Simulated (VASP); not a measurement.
# Si4HC4 in VASP: notebook

Si4HC4 is run at these levels: PBE; tasks: single point.

All numbers are computed with VASP 6.6.1; they aren't measurements. Logs are shortened: lines on timing, memory, paths and dates and some standing lists are left out, and cuts for length are marked.

## 1. The cell of the first run

The cell holds a slab with vacuum, 9 atoms: a = 3.097 Å, b = 4.379 Å, c = 20.133 Å, α = 90.00°, β = 90.00°, γ = 90.00°.

## 2. Single point, PBE, collinear spin

INCAR reads:

```
SYSTEM = Si4HC4
PREC     = Accurate       ! precision mode
ENCUT    = 520            ! plane-wave cutoff, eV
EDIFF    = 1E-6           ! SCF threshold, eV
ISMEAR   = 0              ! smearing method
SIGMA    = 0.05           ! smearing width, eV
LREAL    = .False.        ! projectors in reciprocal space
LASPH    = .True.         ! aspherical terms in the spheres
NELM     = 200            ! most SCF steps
ALGO     = Normal         ! electronic algorithm
ISIF     = 2              ! what is computed and relaxed
LWAVE    = .False.        ! write WAVECAR
LCHARG   = .True.         ! write CHGCAR
ISPIN    = 2              ! spin polarisation
MAGMOM   = 0 0 0 0 0 0 0 0 1 ! initial moments
LORBIT   = 11             ! projections on sites
LDIPOL   = .True.       
IDIPOL   = 3            
DIPOL    = 0.5 0.5 0.330
GGA      = PE             ! functional
LELF     = .True.         ! ELF
LVHAR    = .True.       
LVACPOTAV= .True.       
NBANDS   = 30             ! bands
GGA_COMPAT= .False.      
NELMDL   = -8
```

KPOINTS reads:

```
regular mesh
0
Gamma
  9 6 1
  0 0 0
```

POSCAR reads:

```
Si4HC4
1.0
    3.0967389835      0.0000000000      0.0000000000
    0.0000000000      4.3794502696      0.0000000000
    0.0000000000      0.0000000000     20.1332068295
Si C H
4 4 1
Direct
    0.5000000000      0.5000000000      0.1986767450
    0.0000000000      0.0000000000      0.2755829977
    0.5000000000      0.4971400051      0.3554907352
    0.0000000000      0.9498903695      0.4168952500
    0.0000000000      0.2500000000      0.1986767450
    0.5000000000      0.7500000000      0.2755829977
    0.0000000000      0.2559423864      0.3541649037
    0.5000000000      0.7547379437      0.4288043580
    0.8333333333      1.5880712770      0.4633844979
```

Potentials or basis: VASP PAW PBE potentials, release 64 (Si, C, H).

Launch:

```sh
cat potpaw_PBE.64/Si/POTCAR potpaw_PBE.64/C/POTCAR potpaw_PBE.64/H/POTCAR > POTCAR
mpirun -np 1 vasp_std > vasp.out
```

OUTCAR:

```text
SYSTEM = Si4HC4
   PREC = Accurate
   ENCUT = 520
   EDIFF = 1E-6
   ISMEAR = 0
   LREAL = .False.
   LASPH = .True.
   NELM = 200
   ISIF = 2
   ISPIN = 2
   LORBIT = 11
   GGA = PE
   NELMDL = -8

 ion  position               nearest neighbor table
   1  0.500  0.500  0.199-   5 1.90   5 1.90   6 1.90   2 3.10   2 3.10   2 3.10   2 3.10
   2  0.000  0.000  0.276-   6 1.90   6 1.90   5 1.90   7 1.94   4 2.85   1 3.10   1 3.10   1 3.10
                             1 3.10   3 3.12   3 3.12   3 3.14   3 3.14
   3  0.500  0.497  0.355-   8 1.86   7 1.87   7 1.87   6 1.95   4 2.80   4 2.80   4 3.11   4 3.11
                             2 3.12   2 3.12   2 3.14   2 3.14
   4  0.000  0.950  0.417-   8 1.78   8 1.78   7 1.84   9 1.91   3 2.80   3 2.80   2 2.85   3 3.11
                             3 3.11
   5  0.000  0.250  0.199-   1 1.90   1 1.90   2 1.90
   6  0.500  0.750  0.276-   2 1.90   2 1.90   1 1.90   3 1.95
   7  0.000  0.256  0.354-   4 1.84   3 1.87   3 1.87   2 1.94
   8  0.500  0.755  0.429-   9 1.44   4 1.78   4 1.78   3 1.86
   9  0.833  0.588  0.463-   8 1.44   4 1.91

  LATTYP: Found a simple orthorhombic cell.
 ALAT       =     3.0967389835
 B/A-ratio  =     1.4142135624
 C/A-ratio  =     6.5014219593

  Lattice vectors:

 A1 = (   3.0967389835,   0.0000000000,   0.0000000000)
 A2 = (   0.0000000000,   4.3794502696,   0.0000000000)
 A3 = (   0.0000000000,   0.0000000000,  20.1332068295)

Analysis of symmetry for initial positions (statically):
=====================================================================
 Subroutine PRICEL returns:
 Original cell was already a primitive cell.

 Routine SETGRP: Setting up the symmetry group for a
 simple orthorhombic supercell.

 Subroutine GETGRP returns: Found  1 space group operations
 (whereof  1 operations were pure point group operations)
 out of a pool of  8 trial point group operations.

The static configuration has the point symmetry C_1 .

Analysis of symmetry for dynamics (positions and initial velocities):
=====================================================================
 Subroutine PRICEL returns:
 Original cell was already a primitive cell.

 Routine SETGRP: Setting up the symmetry group for a
 simple orthorhombic supercell.

 Subroutine GETGRP returns: Found  1 space group operations
 (whereof  1 operations were pure point group operations)
 out of a pool of  8 trial point group operations.

The dynamic configuration has the point symmetry C_1 .

Analysis of structural, dynamic, and magnetic symmetry:
=====================================================================
 Subroutine PRICEL returns:
 Original cell was already a primitive cell.

 Routine SETGRP: Setting up the symmetry group for a
 simple orthorhombic supercell.

 Subroutine GETGRP returns: Found  1 space group operations
 (whereof  1 operations were pure point group operations)
 out of a pool of  8 trial point group operations.

The overall configuration has the point symmetry C_1 .

 Subroutine INISYM returns: Found  1 space group operations
 (whereof  1 operations are pure point group operations),
 and found     1 'primitive' translations

----------------------------------------------------------------------------------------

                                     Primitive cell

  volume of cell :     273.0468

  direct lattice vectors                    reciprocal lattice vectors
     3.096738983  0.000000000  0.000000000     0.322920338  0.000000000  0.000000000
     0.000000000  4.379450270  0.000000000     0.000000000  0.228339161  0.000000000
     0.000000000  0.000000000 20.133206830     0.000000000  0.000000000  0.049669186

  length of vectors
     3.096738983  4.379450270 20.133206830     0.322920338  0.228339161  0.049669186

  position of ions in fractional coordinates (direct lattice)
     0.500000000  0.500000000  0.198676745
     0.000000000  0.000000000  0.275582998
     0.500000000  0.497140005  0.355490735
     0.000000000  0.949890369  0.416895250
     0.000000000  0.250000000  0.198676745
     0.500000000  0.750000000  0.275582998
     0.000000000  0.255942386  0.354164904
     0.500000000  0.754737944  0.428804358
     0.833333333  0.588071277  0.463384498

  ion indices of the primitive-cell ions
   primitive index   ion index
                 1           1
                 2           2
                 3           3
                 4           4
                 5           5
                 6           6
                 7           7
                 8           8
                 9           9

----------------------------------------------------------------------------------------

 KPOINTS: regular mesh

Automatic generation of k-mesh.
[... 46 lines left out ...]
  0.000000  0.500000  0.000000      1.000000
 [... further k-points ...]
   k-points           NKPTS =     28   k-points in BZ     NKDIM =     28   number of bands    NBANDS=     30
   number of dos      NEDOS =    301   number of ions     NIONS =      9
   total plane-waves  NPLWV = 129600
   dimension x,y,z NGX =    24 NGY =   36 NGZ =  150
   dimension x,y,z NGXF=    48 NGYF=   72 NGZF=  300
   ions per type =               4   4   1
   NGX,Y,Z   is equivalent  to a cutoff of  12.88, 13.67, 12.39 a.u.
   NGXF,Y,Z  is equivalent  to a cutoff of  25.77, 27.33, 24.77 a.u.
 SYSTEM =  Si4HC4
   PREC   = accura    normal or accurate (medium, high low for compatibility)
   ISTART =      0    job   : 0-new  1-cont  2-samecut
   ICHARG =      2    charge: 1-file 2-atom 10-const
   ISPIN  =      2    spin polarized calculation?
   LNONCOLLINEAR =      F non collinear calculations
   LSORBIT =      F    spin-orbit coupling
   LASPH  =      T    aspherical Exc in radial PAW
   ENCUT  =  520.0 eV  38.22 Ry    6.18 a.u.   5.76  8.14 37.43*2*pi/ulx,y,z
   NELM   =    200;   NELMIN=  2; NELMDL= -8     # of ELM steps
   EDIFF  = 0.1E-05   stopping-criterion for ELM
   LREAL  =      F    real-space projection
   EDIFFG = 0.1E-04   stopping-criterion for IOM
   NSW    =      0    number of steps for IOM
   IBRION =     -1    ionic relax: 0-MD 1-quasi-New 2-CG
   NFREE  =      0    steps in history (QN), initial steepest desc. (CG)
   ISIF   =      2    stress and relaxation
   ISYM   =      2    0-nonsym 1-usesym 2-fastsym
   POTIM  = 0.5000    time-step for ionic-motion
   TEBEG  =    0.0;   TEEND  =   0.0 temperature during run
   PSTRESS=    0.0 pullay stress
   NELECT =      33.0000    total number of electrons
   NUPDOWN=      -1.0000    fix difference up-down
   EMIN   =  10.00;   EMAX   =-10.00  energy-range for DOS
   EFERMI =   0.00;   METHOD = LEGACY
   ISMEAR =     0;   SIGMA  =   0.05  broadening in eV -4-tet -1-fermi 0-gaus
   EFERMI_NEDOS =   21; number of points for ismear=-14 and -15
   IALGO  =     38    algorithm
   IMIX   =      4    mixing-type and parameters
     AMIX     =   0.40;   BMIX     =  1.00
     AMIX_MAG =   1.60;   BMIX_MAG =  1.00
  volume/ion in A,a.u.               =      30.34       204.73
  Fermi-wavevector in a.u.,A,eV,Ry     =   0.809407  1.529558  8.913722  0.655140
  Thomas-Fermi vector in A             =   1.918392
   LORBIT       =     11    0 simple, 1 ext, 2 COOP (PROOUT), +10 PAW based schemes
   GGA     = PE    functional components
   LHFCALC =     F    Hartree Fock is set to
   AEXX    =    0.0000 exact exchange contribution
   IVDW    =     0    specifies the selected vdW correction
   LEPSILON=     F    determine dielectric tensor
   LRPA    =     F    only Hartree local field effects (RPA)
 spin polarized calculation
 Gauss-broadening in eV      SIGMA  =   0.05
  energy-cutoff  :      520.00
  volume of cell :      273.05
 maximum number of plane-waves:      7424
 NGX is ok and might be reduce to    24
   NGX = 11   NGY = 17   NGZ = 75

 dipolmoment           0.000000      0.000000      0.070221 electrons x Angstroem

 number of electron      32.9999996 magnetization       0.4724314

 dipolmoment           0.000000      0.000000     -0.120001 electrons x Angstroem

 Free energy of the ion-electron system (eV)
  ---------------------------------------------------
  ext. energy  EPLUGINS =         0.00000000
  ---------------------------------------------------
  free energy    TOTEN  =       -56.86998291 eV

  energy without entropy =      -56.86644558  energy(sigma->0) =      -56.86821425

 E-fermi :   0.1705     XC(G=0):  -4.4686

 val. band max:        0.1639191138   @ k =   0.2222   0.5000   0.0000
 cond. band min:       0.1843637356   @ k =   0.4444  -0.3333   0.0000
 fundamental gap:      0.0204446218
 Fermi energy:         0.1704955634

 spin component 1

 k-point     1 :       0.0000    0.0000    0.0000
  band No.  band energies     occupation
      1     -16.7877      1.00000
      2     -14.7033      1.00000
      3     -12.8573      1.00000
      4     -11.1946      1.00000
      5      -9.0894      1.00000
      6      -7.4868      1.00000
[... 733 lines left out ...]
     27       5.7819      0.00000
     28       6.0489      0.00000

 [... further k-points ...]

 spin component 2

 k-point     1 :       0.0000    0.0000    0.0000
  band No.  band energies     occupation
      1     -16.7535      1.00000
      2     -14.6699      1.00000
      3     -12.8291      1.00000
      4     -11.1715      1.00000
      5      -9.0435      1.00000
      6      -7.4211      1.00000
[... 733 lines left out ...]
     27       5.8828      0.00000
     28       6.1080      0.00000

 [... further k-points ...]

 [bands above 28 left out]

------------------------ aborting loop because EDIFF is reached ----------------------------------------

  FORCE on cell =-STRESS in cart. coord.  units (eV):
  Direction    XX          YY          ZZ          XY          YZ          ZX
  --------------------------------------------------------------------------------------
  -------------------------------------------------------------------------------------
  Total       -0.3332809     -1.6432641     -0.4406040      2.9568378      2.7156242     -2.3266136
  in kB       -1.9556171     -9.6423037     -2.5853651     17.3500578     15.9346710    -13.6520443
  external PRESSURE =      -4.7277620 kB  Pullay stress =       0.0000000 kB

 VOLUME and BASIS-vectors are now :
 -----------------------------------------------------------------------------
  energy-cutoff  :      520.00
  volume of cell :      273.05
      direct lattice vectors                 reciprocal lattice vectors
     3.096738983  0.000000000  0.000000000     0.322920338  0.000000000  0.000000000
     0.000000000  4.379450270  0.000000000     0.000000000  0.228339161  0.000000000
     0.000000000  0.000000000 20.133206830     0.000000000  0.000000000  0.049669186

 POSITION                                       TOTAL-FORCE (eV/Angst)
 -----------------------------------------------------------------------------------
      1.54837      2.18973      4.00000         0.026462     -2.704413      1.124903
      0.00000      0.00000      5.54837         0.003409      0.307319     -1.720774
      1.54837      2.17720      7.15717        -0.109640      0.149696     -2.112947
      0.00000      4.16000      8.39344         0.060166      1.973077      0.153824
      0.00000      1.09486      4.00000        -0.040106      1.677560      0.151251
      1.54837      3.28459      5.54837         0.010026      0.527541      0.829853
      0.00000      1.12089      7.13048         0.327311     -0.476315      0.210564
      1.54837      3.30534      8.63321         2.600798     -2.189655      1.376900
      2.58062      2.57543      9.32942        -2.878426      0.735190     -0.013573
 -----------------------------------------------------------------------------------
    total drift:                                0.000010     -0.000046     -0.000028

  FREE ENERGIE OF THE ION-ELECTRON SYSTEM (eV)
  ---------------------------------------------------
  free  energy   TOTEN  =       -56.8699829090 eV

  energy  without entropy=      -56.8664455830  energy(sigma->0) =      -56.86821425

 vacuum level on the upper side and lower side of the slab         3.488         5.087

 total charge

# of ion       s       p       d       tot
------------------------------------------
    1        0.748   0.856   0.000   1.604
    2        0.708   0.918   0.000   1.626
    3        0.707   0.956   0.000   1.663
    4        0.736   0.989   0.000   1.725
    5        0.861   1.522   0.000   2.383
    6        0.844   1.650   0.000   2.494
    7        0.851   1.684   0.000   2.535
    8        0.844   1.666   0.000   2.510
    9        0.438   0.021   0.000   0.459
--------------------------------------------------
tot          6.738  10.261   0.000  17.000

 magnetization (x)

# of ion       s       p       d       tot
------------------------------------------
    1        0.028   0.080   0.000   0.108
    2        0.003   0.002   0.000   0.005
    3        0.005   0.006   0.000   0.011
    4        0.009   0.040   0.000   0.050
    5       -0.001  -0.014   0.000  -0.015
    6        0.002   0.003   0.000   0.005
    7        0.002   0.005   0.000   0.007
    8        0.002   0.003   0.000   0.004
    9        0.007   0.000   0.000   0.007
--------------------------------------------------
tot          0.057   0.125   0.000   0.183
```

Run time: 7.9 min. Hardware: 1 thread of Intel Xeon 6975P-C (Granite Rapids), shared host; peak memory 0.65 GiB.

What came out:

```yaml
Free_energy: -56.8700 eV
Largest_force: 3.668 eV/Å
Net_moment: 0.47 μB per cell
Site_moments: Si +0.11, +0.01, +0.05 (each value once); C -0.01, +0.01, +0.00 (each value once); H +0.01 μB
Valence_electrons_inside_the_program's_atomic_spheres: Si 1.60, 1.63, 1.66, 1.73; C 2.38, 2.49, 2.54, 2.51; H 0.46
```

Forces on the atoms (eV/Å):
```
Si   0.026 -2.704  1.125
Si   0.003  0.307 -1.721
Si  -0.110  0.150 -2.113
Si   0.060  1.973  0.154
C   -0.040  1.678  0.151
C    0.010  0.528  0.830
C    0.327 -0.476  0.211
C    2.601 -2.190  1.377
H   -2.878  0.735 -0.014
```

Levels at points of the mesh, in eV from the Fermi level:
Spin up:
```csv
k point,band 15,band 16,band 17,band 18,band 19,band 20
"(0.00, 0.00, 0.00)",-1.15,-1.04,0.04,0.22,1.32,2.55
"(0.00, 0.50, 0.00)",-1.59,-0.95,-0.04,0.21,1.62,3.35
```
Spin down:
| k point | band 14 | band 15 | band 16 | band 17 | band 18 | band 19 |
| --- | --- | --- | --- | --- | --- | --- |
| (0.00, 0.00, 0.00) | -2.46 | -1.13 | -1.02 | 0.13 | 0.61 | 1.63 |
| (0.00, 0.50, 0.00) | -2.69 | -1.56 | -0.93 | 0.23 | 0.73 | 1.77 |

[end of part 1 of 3]
